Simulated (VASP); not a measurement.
# GaN in VASP: notebook

GaN is run at these levels: HSE06, PBE, r2SCAN; tasks: single point.

All numbers are computed with VASP 6.6.1; they aren't measurements. Logs are shortened: lines on timing, memory, paths and dates and some standing lists are left out, and cuts for length are marked.

## Step 1: The cell of the first run

It takes space group I-4m2 (No. 119, tetragonal). Conventional cell: a = 3.233 Å, b = 3.233 Å, c = 4.416 Å, α = 90.00°, β = 90.00°, γ = 90.00°. Within 2.6 Å of Ga (site symmetry -4m2) lie 4 N at 1.96 Å. N (site symmetry -4m2) has 4 Ga at 1.96 Å within 2.6 Å.

## Step 2: Single point, HSE06 (epitaxial xy strain +1.7%)

Contents of POSCAR:

```
GaN
1.0
    0.0000000000      2.2860602613      2.2081320503
    2.2860602613      0.0000000000      2.2081320503
    2.2860602613      2.2860602613      0.0000000000
Ga N
1 1
Direct
    0.0000000000      0.0000000000      0.0000000000
    0.2500000000      0.2500000000      0.2500000000
```

Contents of INCAR.step1:

```
SYSTEM = GaN
  ALGO = Normal
  EDIFF = 1E-5
  ENCUT = 520
  GGA = PE
  ISIF = 2
  ISMEAR = 0
  LASPH = .True.
  LCHARG = .False.
  LREAL = .False.
  LWAVE = .True.
  NBANDS = 16
  NELM = 80
  PREC = Accurate
  SIGMA = 0.01
```

Contents of INCAR.step2:

```
SYSTEM = GaN
  ALGO = Normal
  EDIFF = 1E-7
  ENCUT = 520
  GGA = PE
  HFSCREEN = 0.2079
  ISIF = 2
  ISMEAR = 0
  ISTART = 1
  LASPH = .True.
  LCHARG = .False.
  LHFCALC = .True.
  LREAL = .False.
  LWAVE = .False.
  NBANDS = 16
  NELM = 80
  PREC = Accurate
  PRECFOCK = Normal
  SIGMA = 0.01
```

Contents of KPOINTS:

```
k-points
0
Gamma
  6 6 6
  0 0 0
```

Potentials or basis: VASP PAW PBE potentials, release 64 (Ga_d, N).

Started as:

```console
$ cat potpaw_PBE.64/Ga_d/POTCAR potpaw_PBE.64/N/POTCAR > POTCAR
$ cp INCAR.step1 INCAR
$ mpirun -np 1 vasp_std > vasp.out
$ cp INCAR.step2 INCAR
$ mpirun -np 1 vasp_std > vasp.out
```

OUTCAR:

```text
SYSTEM = GaN
   EDIFF = 1E-7
   ENCUT = 520
   GGA = PE
   HFSCREEN = 0.2079
   ISIF = 2
   ISMEAR = 0
   ISTART = 1
   LASPH = .True.
   LHFCALC = .True.
   LREAL = .False.
   NELM = 80
   PREC = Accurate
   PRECFOCK = Normal

 ion  position               nearest neighbor table
   1  0.000  0.000  0.000-   2 1.96   2 1.96   2 1.96   2 1.96
   2  0.250  0.250  0.250-   1 1.96   1 1.96   1 1.96   1 1.96

  LATTYP: Found a body centered tetragonal cell.
 ALAT       =     3.2329774259
 C/A-ratio  =     1.3660052388

  Lattice vectors:

 A1 = (   0.0000000000,  -2.2860602613,  -2.2081320503)
 A2 = (   0.0000000000,   2.2860602613,  -2.2081320503)
 A3 = (   2.2860602613,   0.0000000000,   2.2081320503)

Analysis of symmetry for initial positions (statically):
=====================================================================
 Subroutine PRICEL returns:
 Original cell was already a primitive cell.

 Routine SETGRP: Setting up the symmetry group for a
 body centered tetragonal supercell.

 Subroutine GETGRP returns: Found  8 space group operations
 (whereof  8 operations were pure point group operations)
 out of a pool of 16 trial point group operations.

The static configuration has the point symmetry D_2d.

Analysis of symmetry for dynamics (positions and initial velocities):
=====================================================================
 Subroutine PRICEL returns:
 Original cell was already a primitive cell.

 Routine SETGRP: Setting up the symmetry group for a
 body centered tetragonal supercell.

 Subroutine GETGRP returns: Found  8 space group operations
 (whereof  8 operations were pure point group operations)
 out of a pool of 16 trial point group operations.

The dynamic configuration has the point symmetry D_2d.

 Subroutine INISYM returns: Found  8 space group operations
 (whereof  8 operations are pure point group operations),
 and found     1 'primitive' translations

----------------------------------------------------------------------------------------

                                     Primitive cell

  volume of cell :      23.0797

  direct lattice vectors                    reciprocal lattice vectors
     0.000000000  2.286060261  2.208132050    -0.218716894  0.218716894  0.226435733
     2.286060261  0.000000000  2.208132050     0.218716894 -0.218716894  0.226435733
     2.286060261  2.286060261  0.000000000     0.218716894  0.218716894 -0.226435733

  length of vectors
     3.178351565  3.178351565  3.232977426     0.383337059  0.383337059  0.383337059

  position of ions in fractional coordinates (direct lattice)
     0.000000000  0.000000000  0.000000000
     0.250000000  0.250000000  0.250000000

  ion indices of the primitive-cell ions
   primitive index   ion index
                 1           1
                 2           2

----------------------------------------------------------------------------------------

 KPOINTS: k-points

Automatic generation of k-mesh.
 Grid dimensions read from file:
 generate k-points for:    6    6    6

 Generating k-lattice:

  Cartesian coordinates                     Fractional coordinates (reciprocal lattice)
    -0.036452816  0.036452816  0.037739289     0.166666667 -0.000000000  0.000000000
     0.036452816 -0.036452816  0.037739289    -0.000000000  0.166666667  0.000000000
     0.036452816  0.036452816 -0.037739289     0.000000000  0.000000000  0.166666667

  Length of vectors
     0.063889510  0.063889510  0.063889510

  Shift w.r.t. Gamma in fractional coordinates (k-lattice)
     0.000000000  0.000000000  0.000000000

 Subroutine IBZKPT returns following result:
 ===========================================

 Found     30 irreducible k-points:

 Following reciprocal coordinates:
            Coordinates               Weight
  0.000000  0.000000  0.000000      1.000000
  0.166667 -0.000000  0.000000      8.000000
  0.333333  0.000000  0.000000      8.000000
  0.500000 -0.000000  0.000000      4.000000
  0.166667  0.166667  0.000000      2.000000
  0.333333  0.166667  0.000000      8.000000
[... 16 lines left out ...]
  0.333333  0.000000  0.333333      4.000000
  0.500000  0.000000  0.333333     16.000000
 [... further k-points ...]
   k-points           NKPTS =     30   k-points in BZ     NKDIM =    216   number of bands    NBANDS=     16
   number of dos      NEDOS =    301   number of ions     NIONS =      2
   total plane-waves  NPLWV =  13824
   dimension x,y,z NGX =    24 NGY =   24 NGZ =   24
   dimension x,y,z NGXF=    48 NGYF=   48 NGZF=   48
   ions per type =               1   1
   NGX,Y,Z   is equivalent  to a cutoff of  12.55, 12.55, 12.34 a.u.
   NGXF,Y,Z  is equivalent  to a cutoff of  25.11, 25.11, 24.68 a.u.
 SYSTEM =  GaN
   PREC   = accura    normal or accurate (medium, high low for compatibility)
   ISTART =      1    job   : 0-new  1-cont  2-samecut
   ICHARG =      0    charge: 1-file 2-atom 10-const
   ISPIN  =      1    spin polarized calculation?
   LNONCOLLINEAR =      F non collinear calculations
   LSORBIT =      F    spin-orbit coupling
   LASPH  =      T    aspherical Exc in radial PAW
   ENCUT  =  520.0 eV  38.22 Ry    6.18 a.u.   5.91  5.91  6.01*2*pi/ulx,y,z
   NELM   =     80;   NELMIN=  2; NELMDL=  0     # of ELM steps
   EDIFF  = 0.1E-06   stopping-criterion for ELM
   LREAL  =      F    real-space projection
   EDIFFG = 0.1E-05   stopping-criterion for IOM
   NSW    =      0    number of steps for IOM
   IBRION =     -1    ionic relax: 0-MD 1-quasi-New 2-CG
   NFREE  =      0    steps in history (QN), initial steepest desc. (CG)
   ISIF   =      2    stress and relaxation
   ISYM   =      3    0-nonsym 1-usesym 2-fastsym
   POTIM  = 0.5000    time-step for ionic-motion
   TEBEG  =    0.0;   TEEND  =   0.0 temperature during run
   PSTRESS=    0.0 pullay stress
   NELECT =      18.0000    total number of electrons
   NUPDOWN=      -1.0000    fix difference up-down
   EMIN   =  10.00;   EMAX   =-10.00  energy-range for DOS
   EFERMI =   0.00;   METHOD = LEGACY
   ISMEAR =     0;   SIGMA  =   0.01  broadening in eV -4-tet -1-fermi 0-gaus
   EFERMI_NEDOS =   21; number of points for ismear=-14 and -15
   IALGO  =     38    algorithm
   IMIX   =      1    mixing-type and parameters
     AMIX     =   0.40;   BMIX     =  1.00
     AMIX_MAG =   1.60;   BMIX_MAG =  1.00
  volume/ion in A,a.u.               =      11.54        77.87
  Fermi-wavevector in a.u.,A,eV,Ry     =   1.506915  2.847657 30.896028  2.270794
  Thomas-Fermi vector in A             =   2.617570
   LORBIT       =      0    0 simple, 1 ext, 2 COOP (PROOUT), +10 PAW based schemes
   GGA     = PE    functional components
   LHFCALC =     T    Hartree Fock is set to
   PRECFOCK=normal    Normal, Fast or Accurate (Low or Medium for compatibility)
   ENCUT4O =  -1.0   cutoff for four orbital integrals eV
   NKREDX  =     1    reduce k-point grid by
   NKREDY  =     1    reduce k-point grid by
   NKREDZ  =     1    reduce k-point grid by
   AEXX    =    0.2500 exact exchange contribution
   HFSCREEN=    0.2079 screening length (either q_TF or 0.3 A-1)
   HFSCREENC=   0.2079 screening length for correlation (either q_TF or 0.3 A-1)
   ENCUTFOCK=  -1.0 apply spherical cutoff to Coloumb kernel
   IVDW    =     0    specifies the selected vdW correction
   LEPSILON=     F    determine dielectric tensor
   LRPA    =     F    only Hartree local field effects (RPA)
 non-spin polarized calculation
 Gauss-broadening in eV      SIGMA  =   0.01
  energy-cutoff  :      520.00
  volume of cell :       23.08
 maximum number of plane-waves:       636
  NGX = 18; NGY = 18; NGZ = 20

 number of electron      17.9999998 magnetization

 Free energy of the ion-electron system (eV)
  ---------------------------------------------------
  ext. energy  EPLUGINS =         0.00000000
  ---------------------------------------------------
  free energy    TOTEN  =       -14.72789552 eV

  energy without entropy =      -14.72789552  energy(sigma->0) =      -14.72789552

 E-fermi :   4.5339     XC(G=0):  -9.5291

 val. band max:        4.4741556459   @ k =   0.0000   0.0000   0.0000
 cond. band min:       7.2847959874   @ k =   0.0000   0.0000   0.0000
 fundamental gap:      2.8106403415
 Fermi energy:         4.5338702237

 k-point     1 :       0.0000    0.0000    0.0000
  band No.  band energies     occupation
      1     -12.9903      2.00000
      2     -11.2124      2.00000
      3     -11.2124      2.00000
      4     -11.1797      2.00000
      5     -10.8945      2.00000
      6     -10.8945      2.00000
[... 8 lines left out ...]
     15      24.4041      0.00000
     16      24.4041      0.00000

 k-point     2 :       0.1667   -0.0000    0.0000
  band No.  band energies     occupation
      1     -12.7530      2.00000
      2     -11.1810      2.00000
      3     -11.1606      2.00000
      4     -11.0022      2.00000
      5     -10.8957      2.00000
      6     -10.8937      2.00000
[... 8 lines left out ...]
     15      22.4880      0.00000
     16      23.3835      0.00000

 k-point     3 :       0.3333    0.0000    0.0000
  band No.  band energies     occupation
      1     -12.4720      2.00000
      2     -11.1386      2.00000
      3     -11.1158      2.00000
      4     -10.8871      2.00000
      5     -10.8699      2.00000
      6     -10.0987      2.00000
[... 8 lines left out ...]
     15      23.6710      0.00000
     16      23.7423      0.00000

 k-point     4 :       0.5000   -0.0000    0.0000
  band No.  band energies     occupation
      1     -12.4188      2.00000
      2     -11.1294      2.00000
      3     -11.1059      2.00000
      4     -10.8677      2.00000
      5     -10.8449      2.00000
      6      -9.2329      2.00000
[... 8 lines left out ...]
     15      25.8678      0.00000
     16      25.9528      0.00000
[... 324 lines left out ...]
 k-point    22 :      -0.3333    0.5000    0.1667
  band No.  band energies     occupation
      1     -12.3313      2.00000
      2     -11.0699      2.00000
      3     -11.0184      2.00000
      4     -10.9189      2.00000
      5     -10.8499      2.00000
      6      -8.4161      2.00000
[... 8 lines left out ...]
     15      26.6986      0.00000
     16      29.1368      0.00000

 k-point    23 :       0.3333    0.0000    0.3333
  band No.  band energies     occupation
      1     -12.3784      2.00000
      2     -11.0418      2.00000
      3     -11.0041      2.00000
      4     -10.9916      2.00000
      5     -10.8475      2.00000
      6      -9.8050      2.00000
[... 8 lines left out ...]
     15      27.9815      0.00000
     16      29.5529      0.00000

 k-point    24 :       0.5000    0.0000    0.3333
  band No.  band energies     occupation
      1     -12.3408      2.00000
      2     -11.0661      2.00000
      3     -10.9735      2.00000
      4     -10.9612      2.00000
      5     -10.8462      2.00000
      6      -8.9123      2.00000
[... 8 lines left out ...]
     15      28.4338      0.00000
     16      28.8274      0.00000

 [... further k-points ...]
[... 5 lines left out ...]
  --------------------------------------------------------------------------------------
  -------------------------------------------------------------------------------------
  Total       -0.6367009     -0.6367009     -0.0096989      0.0000000     -0.0000000      0.0000000
  in kB      -44.1993304    -44.1993304     -0.6732907      0.0000000     -0.0000000      0.0000000
  external PRESSURE =     -29.6906505 kB  Pullay stress =       0.0000000 kB

 VOLUME and BASIS-vectors are now :
 -----------------------------------------------------------------------------
  energy-cutoff  :      520.00
  volume of cell :       23.08
      direct lattice vectors                 reciprocal lattice vectors
     0.000000000  2.286060261  2.208132050    -0.218716894  0.218716894  0.226435733
     2.286060261  0.000000000  2.208132050     0.218716894 -0.218716894  0.226435733
     2.286060261  2.286060261  0.000000000     0.218716894  0.218716894 -0.226435733

 POSITION                                       TOTAL-FORCE (eV/Angst)
 -----------------------------------------------------------------------------------
      0.00000      0.00000      0.00000        -0.000000      0.000000     -0.000000
      1.14303      1.14303      1.10407         0.000000     -0.000000      0.000000
 -----------------------------------------------------------------------------------
    total drift:                                0.000002      0.000002     -0.000001

  FREE ENERGIE OF THE ION-ELECTRON SYSTEM (eV)
  ---------------------------------------------------
  free  energy   TOTEN  =       -14.7278955182 eV

  energy  without entropy=      -14.7278955182  energy(sigma->0) =      -14.72789552
```

Run time: 61 min. Hardware: 1 thread of AMD EPYC 7R43 (Zen 3), shared host; peak memory 0.23 GiB.

Results:

```yaml
Free_energy: -14.7279 eV
Pressure: -3.0 GPa
Band_gap_on_the_k_mesh: 2.81 eV
```

Levels at points of the mesh, in eV from the valence-band top:
| k point | band 6 | band 7 | band 8 | band 9 | band 10 | band 11 | band 12 | band 13 |
| --- | --- | --- | --- | --- | --- | --- | --- | --- |
| (0.00, 0.00, 0.00) | -15.37 | -0.15 | -0.15 | 0.00 | 2.81 | 11.70 | 11.80 | 11.80 |
| (0.50, 0.00, 0.00) | -13.71 | -7.58 | -1.26 | -1.00 | 5.88 | 10.28 | 11.48 | 12.07 |
| (0.50, 0.50, 0.00) | -13.02 | -6.36 | -3.16 | -3.16 | 4.21 | 7.60 | 13.75 | 15.70 |
| (0.50, 0.00, 0.50) | -13.22 | -6.76 | -2.89 | -2.86 | 4.42 | 8.20 | 13.23 | 15.47 |

Caveat: the cell differs from its parent crystal (epitaxial xy strain +1.7%); the PAW data sets were made with another functional, which shifts forces and pressure a little.

## Step 3: Single point, PBE (epitaxial xy strain +1.7%)

Contents of INCAR:

```
PREC = Accurate ; ENCUT = 520
EDIFF = 1E-6 ; ISMEAR = -1
SIGMA = 0.02 ; LREAL = False
LASPH = True ; NELM = 60
ALGO = Normal ; ISIF = 2
LWAVE = False ; LCHARG = True
GGA = PE ; LELF = True
LVHAR = True ; NBANDS = 16
```

Contents of KPOINTS:

```
regular mesh
0
Gamma
  10 10 10
```

POSCAR is that of step 2.

Potentials or basis: VASP PAW PBE potentials, release 64 (Ga_d, N).

Started as:

```console
$ cat potpaw_PBE.64/Ga_d/POTCAR potpaw_PBE.64/N/POTCAR > POTCAR
$ mpirun -np 1 vasp_std > vasp.out
```

It took 35 s on 1 thread of Intel Xeon 8259CL, shared host; peak memory 0.16 GiB.

It converged, with:

- Free energy: -12.1418 eV
- Pressure: 3.4 GPa
- Band gap on the k mesh: 1.57 eV

Stress tensor (GPa, compression positive):
```
2.14 0.00 0.00
0.00 2.14 0.00
0.00 0.00 6.01
```

Levels at points of the mesh, in eV from the valence-band top:
| k point | band 6 | band 7 | band 8 | band 9 | band 10 | band 11 | band 12 | band 13 |
| --- | --- | --- | --- | --- | --- | --- | --- | --- |
| (0.00, 0.00, 0.00) | -13.23 | -0.15 | -0.15 | 0.00 | 1.57 | 10.09 | 10.19 | 10.19 |
| (0.50, 0.00, 0.00) | -11.98 | -7.08 | -1.18 | -0.93 | 4.45 | 8.59 | 9.97 | 10.52 |
| (0.50, 0.50, 0.00) | -11.43 | -5.94 | -2.94 | -2.94 | 3.12 | 6.14 | 11.87 | 13.65 |
| (0.50, 0.00, 0.50) | -11.62 | -6.31 | -2.69 | -2.67 | 3.33 | 6.70 | 11.39 | 13.44 |

Caveat: the cell differs from its parent crystal (epitaxial xy strain +1.7%); the cell stands under pressure.

## Step 4: Single point, PBE (uniaxial z strain +4.5%)

Contents of INCAR:

```
SYSTEM = GaN
ALGO     = Normal         ! electronic algorithm
EDIFF    = 1E-7           ! SCF threshold, eV
ENCUT    = 520            ! plane-wave cutoff, eV
GGA      = PE             ! functional
ISIF     = 2              ! what is computed and relaxed
ISMEAR   = -1             ! smearing method
LASPH    = .TRUE.         ! aspherical terms in the spheres
LCHARG   = .FALSE.        ! write CHGCAR
LREAL    = .FALSE.        ! projectors in reciprocal space
LWAVE    = .FALSE.        ! write WAVECAR
NBANDS   = 16             ! bands
NELM     = 60             ! most SCF steps
PREC     = Accurate       ! precision mode
SIGMA    = 0.02           ! smearing width, eV
```

Contents of KPOINTS:

```
k-points
0
G
  10 10 10
  0 0 0
```

Contents of POSCAR:

```
GaN
1.0
    0.0000000000      2.2489525444      2.3494807231
    2.2489525444      0.0000000000      2.3494807231
    2.2489525444      2.2489525444      0.0000000000
Ga N
1 1
Direct
    0.0000000000      0.0000000000      0.0000000000
    0.2500000000      0.2500000000      0.2500000000
```

Started as:

```console
$ cat potpaw_PBE.64/Ga_d/POTCAR potpaw_PBE.64/N/POTCAR > POTCAR
$ mpirun -np 1 vasp_std > vasp.out
```

It took 42 s on 1 thread of Intel Xeon 8259CL, shared host; peak memory 0.16 GiB.

It converged, with:

```
Free energy            : -12.1401 eV
Pressure               : -1.7 GPa
Band gap on the k mesh : 1.40 eV
```

Stress tensor (GPa, compression positive):
```
 0.25  0.00  0.00
 0.00  0.25  0.00
 0.00  0.00 -5.68
```

Levels at points of the mesh, in eV from the valence-band top:
```csv
k point,band 6,band 7,band 8,band 9,band 10,band 11,band 12,band 13
"(0.00, 0.00, 0.00)",-13.21,-0.22,0.00,0.00,1.40,9.97,9.97,10.09
"(0.50, 0.00, 0.00)",-11.96,-6.86,-1.16,-0.83,4.26,8.47,9.85,10.41
"(0.50, 0.50, 0.00)",-11.67,-6.35,-2.42,-2.42,3.46,6.79,11.01,13.63
"(0.50, 0.00, 0.50)",-11.46,-5.88,-2.74,-2.74,3.19,6.15,11.55,12.93
```

Caveat: the cell differs from its parent crystal (uniaxial z strain +4.5%).

(Part 1 of 2 ends here.)
